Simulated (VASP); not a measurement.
# SiC (Cm) in VASP: a series of runs

The runs below take SiC through single point, with LDA.

Everything below comes from runs of VASP 6.6.1. Logs are shortened: lines on timing, memory, paths and dates and some standing lists are left out, and cuts for length are marked.

### Step 1. The cell of the first run

The structure is monoclinic, space group Cm (No. 8). Conventional cell: a = 5.328 Å, b = 3.076 Å, c = 10.183 Å, α = 90.00°, β = 97.52°, γ = 90.00°. Si (site symmetry m) has 4 C at 1.87 to 1.94 Å within 2.5 Å. Within 2.5 Å of Si (site symmetry m) lie 4 C at 1.87 to 1.94 Å. Within 2.5 Å of Si (site symmetry m) lie 4 C at 1.87 to 2.36 Å. Within 2.5 Å of Si (site symmetry m) lie 4 C at 1.87 to 1.94 Å. Within 2.5 Å of C (site symmetry m) lie 4 Si at 1.87 to 1.94 Å. Within 2.5 Å of C (site symmetry m) lie 4 Si at 1.87 to 1.94 Å. C (site symmetry m) has 4 Si at 1.87 to 2.36 Å within 2.5 Å. C (site symmetry m) has 4 Si at 1.87 to 1.94 Å within 2.5 Å.

### Step 2. Single point, LDA

INCAR

```
PREC = Accurate
ENCUT = 520
EDIFF = 1E-6
ISMEAR = 0
SIGMA = 0.05
LREAL = F
LASPH = T
NELM = 80
ALGO = Normal
ISIF = 2
LWAVE = F
LCHARG = F
GGA = CA
NBANDS = 26
```

KPOINTS

```
Automatic mesh
0
Gamma
  10 10 3
```

POSCAR

```
SiC
1.0
   -3.0759982064      0.0000000000      0.0000000000
   -1.5379991032     -2.6638925888      0.0000000000
   -1.1534993274     -0.6659731472     10.0960000000
Si C
4 4
Direct
    0.1698958333      0.1698958333      0.6537500000
    0.2948958333      0.2948958333      0.1537500000
    0.4407291667      0.4407291667      0.9037500000
    0.5657291667      0.5657291667      0.4037500000
    0.1217708333      0.1217708333      0.8462500000
    0.2467708333      0.2467708333      0.3462500000
    0.6426041667      0.6426041667      0.0962500000
    0.5176041667      0.5176041667      0.5962500000
```

Potentials or basis: VASP PAW LDA potentials, release 64 (Si, C).

Started as:

```
> cat potpaw_LDA.64/Si/POTCAR potpaw_LDA.64/C/POTCAR > POTCAR
> mpirun -np 1 vasp_std > vasp.out
```

OUTCAR:

```text
PREC = Accurate
   ENCUT = 520
   EDIFF = 1E-6
   ISMEAR = 0
   LREAL = F
   LASPH = T
   NELM = 80
   ISIF = 2
   GGA = CA

 ion  position               nearest neighbor table
   1  0.170  0.170  0.654-   8 1.87   8 1.87   8 1.87   5 1.94   4 3.09   3 3.09   3 3.09   4 3.09
                             3 3.09   4 3.09
   2  0.295  0.295  0.154-   7 1.87   7 1.87   7 1.87   6 1.94   3 2.56   4 3.09   4 3.09   4 3.09

   3  0.441  0.441  0.904-   5 1.87   5 1.87   5 1.87   7 2.36   2 2.56   1 3.09   1 3.09   1 3.09

   4  0.566  0.566  0.404-   6 1.87   6 1.87   6 1.87   8 1.94   1 3.09   2 3.09   1 3.09   2 3.09
                             2 3.09   1 3.09
   5  0.122  0.122  0.846-   3 1.87   3 1.87   3 1.87   1 1.94
   6  0.247  0.247  0.346-   4 1.87   4 1.87   4 1.87   2 1.94
   7  0.643  0.643  0.096-   2 1.87   2 1.87   2 1.87   3 2.36
   8  0.518  0.518  0.596-   1 1.87   1 1.87   1 1.87   4 1.94

  LATTYP: Found a base centered monoclinic cell.
 ALAT       =     5.3277851775
 B/A-ratio  =     0.5773502692
 C/A-ratio  =     1.9113911753
 COS(beta)  =    -0.1307947861

  Lattice vectors:

 A1 = (   3.0759982064,   0.0000000000,   0.0000000000)
 A2 = (   1.5379991032,   2.6638925888,   0.0000000000)
 A3 = (  -1.1534993274,  -0.6659731472,  10.0960000000)

Analysis of symmetry for initial positions (statically):
=====================================================================
 Subroutine PRICEL returns:
 Original cell was already a primitive cell.

 Routine SETGRP: Setting up the symmetry group for a
 base centered monoclinic supercell.

 Subroutine GETGRP returns: Found  2 space group operations
 (whereof  2 operations were pure point group operations)
 out of a pool of  4 trial point group operations.

The static configuration has the point symmetry C_1h.

Analysis of symmetry for dynamics (positions and initial velocities):
=====================================================================
 Subroutine PRICEL returns:
 Original cell was already a primitive cell.

 Routine SETGRP: Setting up the symmetry group for a
 base centered monoclinic supercell.

 Subroutine GETGRP returns: Found  2 space group operations
 (whereof  2 operations were pure point group operations)
 out of a pool of  4 trial point group operations.

The dynamic configuration has the point symmetry C_1h.

 Subroutine INISYM returns: Found  2 space group operations
 (whereof  2 operations are pure point group operations),
 and found     1 'primitive' translations

----------------------------------------------------------------------------------------

                                     Primitive cell

  volume of cell :      82.7279

  direct lattice vectors                    reciprocal lattice vectors
    -3.075998206  0.000000000  0.000000000    -0.325097719  0.187695255 -0.024762282
    -1.537999103 -2.663892589  0.000000000     0.000000000 -0.375390511 -0.024762282
    -1.153499327 -0.665973147 10.096000000     0.000000000  0.000000000  0.099049128

  length of vectors
     3.075998206  3.075998206 10.183481572     0.376206335  0.376206335  0.099049128

  position of ions in fractional coordinates (direct lattice)
     0.169895833  0.169895833  0.653750000
     0.294895833  0.294895833  0.153750000
     0.440729167  0.440729167  0.903750000
     0.565729167  0.565729167  0.403750000
     0.121770833  0.121770833  0.846250000
     0.246770833  0.246770833  0.346250000
     0.642604167  0.642604167  0.096250000
     0.517604167  0.517604167  0.596250000

  ion indices of the primitive-cell ions
   primitive index   ion index
                 1           1
                 2           2
                 3           3
                 4           4
                 5           5
                 6           6
                 7           7
                 8           8

----------------------------------------------------------------------------------------

 KPOINTS: Automatic mesh

Automatic generation of k-mesh.
 Grid dimensions read from file:
 generate k-points for:   10   10    3

 Generating k-lattice:

  Cartesian coordinates                     Fractional coordinates (reciprocal lattice)
    -0.032509772  0.018769526 -0.002476228     0.100000000  0.000000000 -0.000000000
     0.000000000 -0.037539051 -0.002476228     0.000000000  0.100000000 -0.000000000
     0.000000000  0.000000000  0.033016376     0.000000000  0.000000000  0.333333333

  Length of vectors
     0.037620633  0.037620633  0.033016376

  Shift w.r.t. Gamma in fractional coordinates (k-lattice)
     0.000000000  0.000000000  0.000000000

 Subroutine IBZKPT returns following result:
 ===========================================

 Found     86 irreducible k-points:

 Following reciprocal coordinates:
            Coordinates               Weight
  0.000000  0.000000  0.000000      1.000000
  0.100000  0.000000 -0.000000      4.000000
  0.200000  0.000000 -0.000000      4.000000
  0.300000  0.000000 -0.000000      4.000000
  0.400000  0.000000 -0.000000      4.000000
  0.500000  0.000000 -0.000000      2.000000
[... 16 lines left out ...]
  0.300000  0.300000 -0.000000      2.000000
  0.400000  0.300000  0.000000      4.000000
 [... further k-points ...]
   k-points           NKPTS =     86   k-points in BZ     NKDIM =     86   number of bands    NBANDS=     26
   number of dos      NEDOS =    301   number of ions     NIONS =      8
   total plane-waves  NPLWV =  46080
   dimension x,y,z NGX =    24 NGY =   24 NGZ =   80
   dimension x,y,z NGXF=    48 NGYF=   48 NGZF=  160
   ions per type =               4   4
   NGX,Y,Z   is equivalent  to a cutoff of  12.97, 12.97, 13.06 a.u.
   NGXF,Y,Z  is equivalent  to a cutoff of  25.94, 25.94, 26.12 a.u.
 SYSTEM =  unknown system
   PREC   = accura    normal or accurate (medium, high low for compatibility)
   ISTART =      0    job   : 0-new  1-cont  2-samecut
   ICHARG =      2    charge: 1-file 2-atom 10-const
   ISPIN  =      1    spin polarized calculation?
   LNONCOLLINEAR =      F non collinear calculations
   LSORBIT =      F    spin-orbit coupling
   LASPH  =      T    aspherical Exc in radial PAW
   ENCUT  =  520.0 eV  38.22 Ry    6.18 a.u.   5.72  5.72 18.93*2*pi/ulx,y,z
   NELM   =     80;   NELMIN=  2; NELMDL= -5     # of ELM steps
   EDIFF  = 0.1E-05   stopping-criterion for ELM
   LREAL  =      F    real-space projection
   EDIFFG = 0.1E-04   stopping-criterion for IOM
   NSW    =      0    number of steps for IOM
   IBRION =     -1    ionic relax: 0-MD 1-quasi-New 2-CG
   NFREE  =      0    steps in history (QN), initial steepest desc. (CG)
   ISIF   =      2    stress and relaxation
   ISYM   =      2    0-nonsym 1-usesym 2-fastsym
   POTIM  = 0.5000    time-step for ionic-motion
   TEBEG  =    0.0;   TEEND  =   0.0 temperature during run
   PSTRESS=    0.0 pullay stress
   NELECT =      32.0000    total number of electrons
   NUPDOWN=      -1.0000    fix difference up-down
   EMIN   =  10.00;   EMAX   =-10.00  energy-range for DOS
   EFERMI =   0.00;   METHOD = LEGACY
   ISMEAR =     0;   SIGMA  =   0.05  broadening in eV -4-tet -1-fermi 0-gaus
   EFERMI_NEDOS =   21; number of points for ismear=-14 and -15
   IALGO  =     38    algorithm
   IMIX   =      4    mixing-type and parameters
     AMIX     =   0.40;   BMIX     =  1.00
     AMIX_MAG =   1.60;   BMIX_MAG =  1.00
  volume/ion in A,a.u.               =      10.34        69.78
  Fermi-wavevector in a.u.,A,eV,Ry     =   1.192818  2.254099 19.358564  1.422814
  Thomas-Fermi vector in A             =   2.328847
   LORBIT       =      0    0 simple, 1 ext, 2 COOP (PROOUT), +10 PAW based schemes
   GGA     = CA    functional components
   LHFCALC =     F    Hartree Fock is set to
   AEXX    =    0.0000 exact exchange contribution
   IVDW    =     0    specifies the selected vdW correction
   LEPSILON=     F    determine dielectric tensor
   LRPA    =     F    only Hartree local field effects (RPA)
 non-spin polarized calculation
 Gauss-broadening in eV      SIGMA  =   0.05
  energy-cutoff  :      520.00
  volume of cell :       82.73
 maximum number of plane-waves:      2250
   NGX = 11   NGY = 11   NGZ = 37

 number of electron      31.9999998 magnetization

 Free energy of the ion-electron system (eV)
  ---------------------------------------------------
  ext. energy  EPLUGINS =         0.00000000
  ---------------------------------------------------
  free energy    TOTEN  =       -64.71804589 eV

  energy without entropy =      -64.71798958  energy(sigma->0) =      -64.71801774

 E-fermi :   8.7232     XC(G=0): -11.5816

 val. band max:        8.6588389835   @ k =   0.0000   0.0000   0.0000
 cond. band min:       8.7924992182   @ k =   0.5000   0.5000   0.3333
 fundamental gap:      0.1336602347
 Fermi energy:         8.7232381183

 k-point     1 :       0.0000    0.0000    0.0000
  band No.  band energies     occupation
      1      -7.2547      2.00000
      2      -6.0932      2.00000
      3      -6.0232      2.00000
      4      -3.7235      2.00000
      5      -0.2399      2.00000
      6       3.8756      2.00000
[... 18 lines left out ...]
     25      15.5168      0.00000
     26      15.7265      0.00000

 k-point     2 :       0.1000    0.0000   -0.0000
  band No.  band energies     occupation
      1      -7.0787      2.00000
      2      -5.9540      2.00000
      3      -5.8199      2.00000
      4      -3.5758      2.00000
      5      -0.0697      2.00000
      6       3.8834      2.00000
[... 18 lines left out ...]
     25      15.4968      0.00000
     26      15.9610      0.00000

 k-point     3 :       0.2000    0.0000   -0.0000
  band No.  band energies     occupation
      1      -6.5567      2.00000
      2      -5.4990      2.00000
      3      -5.2630      2.00000
      4      -3.1495      2.00000
      5       0.4204      2.00000
      6       3.6035      2.00000
[... 572 lines left out ...]
 k-point    23 :       0.3000    0.3000   -0.0000
  band No.  band energies     occupation
      1      -5.6899      2.00000
      2      -4.8698      2.00000
      3      -4.2362      2.00000
      4      -2.5628      2.00000
      5       1.0500      2.00000
      6       1.7856      2.00000
[... 18 lines left out ...]
     25      16.6574      0.00000
     26      17.6054      0.00000

 k-point    24 :       0.4000    0.3000    0.0000
  band No.  band energies     occupation
      1      -5.0379      2.00000
      2      -4.2887      2.00000
      3      -3.6013      2.00000
      4      -2.1582      2.00000
      5       0.6783      2.00000
      6       1.1818      2.00000
[... 18 lines left out ...]
     25      16.9220      0.00000
     26      17.1546      0.00000

 [... further k-points ...]
[... 5 lines left out ...]
  --------------------------------------------------------------------------------------
  -------------------------------------------------------------------------------------
  Total       -4.1431140     -2.1269595     -1.3206794     -1.7460410      1.1901575      2.0614132
  in kB      -80.2389677    -41.1924539    -25.5773689    -33.8152728     23.0495730     39.9230317
  external PRESSURE =     -49.0029302 kB  Pullay stress =       0.0000000 kB

 VOLUME and BASIS-vectors are now :
 -----------------------------------------------------------------------------
  energy-cutoff  :      520.00
  volume of cell :       82.73
      direct lattice vectors                 reciprocal lattice vectors
    -3.075998206  0.000000000  0.000000000    -0.325097719  0.187695255 -0.024762282
    -1.537999103 -2.663892589  0.000000000     0.000000000 -0.375390511 -0.024762282
    -1.153499327 -0.665973147 10.096000000     0.000000000  0.000000000  0.099049128

 POSITION                                       TOTAL-FORCE (eV/Angst)
 -----------------------------------------------------------------------------------
     -1.53800     -0.88796      6.60026         0.020113      0.011612      0.617883
     -1.53800     -0.88796      1.55226         0.210693      0.121644      0.978091
     -3.07600     -1.77593      9.12426        -1.237874     -0.714687      0.244716
     -3.07600     -1.77593      4.07626         0.021019      0.012135      0.540877
     -1.53800     -0.88796      8.54374         0.167952      0.096967     -0.866444
     -1.53800     -0.88796      3.49574         0.065903      0.038049     -0.450604
     -3.07600     -1.77593      0.97174         0.735218      0.424479     -0.426401
     -3.07600     -1.77593      6.01974         0.016976      0.009801     -0.638118
 -----------------------------------------------------------------------------------
    total drift:                                0.000337      0.000194     -0.000047

  FREE ENERGIE OF THE ION-ELECTRON SYSTEM (eV)
  ---------------------------------------------------
  free  energy   TOTEN  =       -64.7180458946 eV

  energy  without entropy=      -64.7179895824  energy(sigma->0) =      -64.71801774
```

It took 2.7 min on 1 thread of AMD EPYC 7R43 (Zen 3), shared host; peak memory 0.22 GiB.

What came out:

```yaml
Free_energy: -64.7180 eV
Pressure: -4.9 GPa
Largest_force: 1.450 eV/Å
Band_gap_on_the_k_mesh: 0.13 eV, indirect (least direct gap 1.04 eV)
```

Forces on the atoms (eV/Å):
```
Si   0.020  0.012  0.618
Si   0.211  0.122  0.978
Si  -1.238 -0.715  0.245
Si   0.021  0.012  0.541
C    0.168  0.097 -0.866
C    0.066  0.038 -0.451
C    0.735  0.424 -0.426
C    0.017  0.010 -0.638
```

Levels at points of the mesh, in eV from the valence-band top:
| k point | band 14 | band 15 | band 16 | band 17 | band 18 | band 19 |
| --- | --- | --- | --- | --- | --- | --- |
| (0.00, 0.00, 0.00) | -0.74 | -0.54 | 0.00 | 4.03 | 4.54 | 5.33 |
| (0.50, 0.00, 0.00) | -2.41 | -2.15 | -1.51 | 0.89 | 2.49 | 2.98 |
| (0.50, 0.50, 0.00) | -2.93 | -1.78 | -1.39 | 0.57 | 2.43 | 3.05 |

Caveat: forces of over 1 eV/Å act on the atoms, so gaps and moduli don't describe the material at rest. A k mesh can miss the band edges.

(Part 1 of 3 ends here.)
